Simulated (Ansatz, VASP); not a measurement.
GaGe: VASP beside Ansatz

Contents of INCAR:

```
SYSTEM = GaGe
ALGO = Normal
EDIFF = 1E-6
EDIFFG = -0.04
ENCUT = 600
GGA = PE
IBRION = 2
ISIF = 3
ISMEAR = 0
LASPH = .TRUE.
LCHARG = .FALSE.
LREAL = .FALSE.
LWAVE = .FALSE.
NELM = 100
NSW = 90
PREC = Accurate
SIGMA = 0.1
```

The input KPOINTS:

```
k-points
0
G
  6 6 6
  0 0 0
```

The input POSCAR:

```
GaGe
1.0
    1.6322294278      0.9423680995      5.1989529922
   -1.6322294278      0.9423680995      5.1989529922
    0.0000000000     -1.8847361990      5.1989529922
Ga Ge
1 1
Direct
    0.0000000000      0.0000000000      0.0000000000
    0.5000000000      0.5000000000      0.5000000000
```

Input for Ansatz:

```yaml
crystal:
  lattice:
    - [1.6322294278, 0.9423680995, 5.1989529922]
    - [-1.6322294278, 0.9423680995, 5.1989529922]
    - [0.0, -1.884736199, 5.1989529922]
  atoms:
    - { symbol: Ga, position: [0.0, 0.0, 0.0] }
    - { symbol: Ge, position: [0.5, 0.5, 0.5] }
basis:
  ecutwfc: 420
kpoints:
  mp_grid: { grid: [6, 6, 6] }
hamiltonian:
  xc: pbe
scf:
  occupations: { method: gaussian, width: 0.1 }
  lower_state_search: "off"
output:
  forces: true
  stress: true
  eigenvalues: true
relax:
  adjacent_minimum: "off"
  f_tol: 0.04
  max_steps: 70
  cell: { stress_tol: 0.4 }
```

Alike in both runs: task relaxation of cell and atoms; functional PBE; k mesh 6 × 6 × 6; occupations gaussian, width 0.1 eV; no spin polarisation.

|  | VASP | Ansatz |
| --- | --- | --- |
| version | VASP 6.6.1 | Ansatz 0.2.0 |
| potentials or method | VASP PAW PBE potentials, release 64 (Ga_d, Ge_d), cutoff 600 eV | scalar-relativistic, plane waves, PAW |
| valence electrons in the cell | 27 | 27 |

|  | VASP | Ansatz | Ansatz less VASP |
| --- | --- | --- | --- |
| gap on the k mesh at the Fermi level, each at its own relaxed structure (eV) | none | none | - |
| relaxed volume (Å³/atom) | 19.68 | 19.64 | -0.033 |
| relaxed cell length with the largest relative difference (Å) | 5.285 | 5.269 | -0.0162 |

A gap of «none» marks a metal or a gap that the smearing closes.

The k mesh is coarse, so the values compare programs but aren't converged. Noted on VASP's run: the volume moved by over 15 % at a fixed basis, so the end points are rough.
